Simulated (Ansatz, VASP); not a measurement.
# One calculation of HfN, two programs

Contents of INCAR:

```
SYSTEM = HfN
ALGO = Normal
EDIFF = 1E-6
ENCUT = 520
GGA = PS
ISIF = 2
ISMEAR = 0
LASPH = .TRUE.
LCHARG = .FALSE.
LREAL = .FALSE.
LWAVE = .FALSE.
NBANDS = 14
NELM = 60
PREC = Accurate
SIGMA = 0.15
```

The input KPOINTS:

```
k-points
0
G
  18 18 18
  0 0 0
```

Contents of POSCAR:

```
HfN
1.0
    0.0000000000      2.1686400000      2.3493600000
    2.1686400000      0.0000000000      2.3493600000
    2.1686400000      2.1686400000      0.0000000000
Hf N
1 1
Direct
    0.0000000000      0.0000000000      0.0000000000
    0.5000000000      0.5000000000      0.5000000000
```

Input for Ansatz:

```yaml
crystal:
  lattice:
    - [0.0, 2.16864, 2.34936]
    - [2.16864, 0.0, 2.34936]
    - [2.16864, 2.16864, 0.0]
  atoms:
    - { symbol: Hf, position: [0.0, 0.0, 0.0] }
    - { symbol: "N", position: [0.5, 0.5, 0.5] }
basis:
  ecutwfc: 420
kpoints:
  mp_grid: { grid: [18, 18, 18] }
hamiltonian:
  xc: pbesol
scf:
  occupations: { method: gaussian, width: 0.15 }
output:
  forces: true
  stress: true
  eigenvalues: true
```

Change from the starting cell: strain -0.040 along x and y, +0.040 along z, atoms carried along.

Alike in both runs: task single point; functional PBEsol; k mesh 18 × 18 × 18; occupations gaussian, width 0.15 eV; no spin polarisation.

```csv
,VASP,Ansatz
version,VASP 6.6.1,Ansatz 0.2.0
potentials or method,"VASP PAW PBE potentials, release 64 (Hf_pv, N), cutoff 520 eV","scalar-relativistic, plane waves, PAW"
valence electrons in the cell,15,31
```

VASP gave:

```
gap on the k mesh at the Fermi level (eV)                     : none
pressure (GPa)                                                : 11.8
traceless stress, the component that is largest in VASP (GPa) : -28.85
```

**Question.** Which values does Ansatz return?

**Answer.** gap on the k mesh at the Fermi level (eV): none; pressure (GPa): 13.9; traceless stress, the component that is largest in VASP (GPa): -29.00.

VASP's potentials were made for PBE, not for PBEsol. A gap of «none» marks a metal or a gap that the smearing closes. VASP's potentials hold 15 valence electrons a cell and Ansatz's 31, so a difference there can come from the potentials and not from the codes.

Spin-orbit coupling is off throughout.
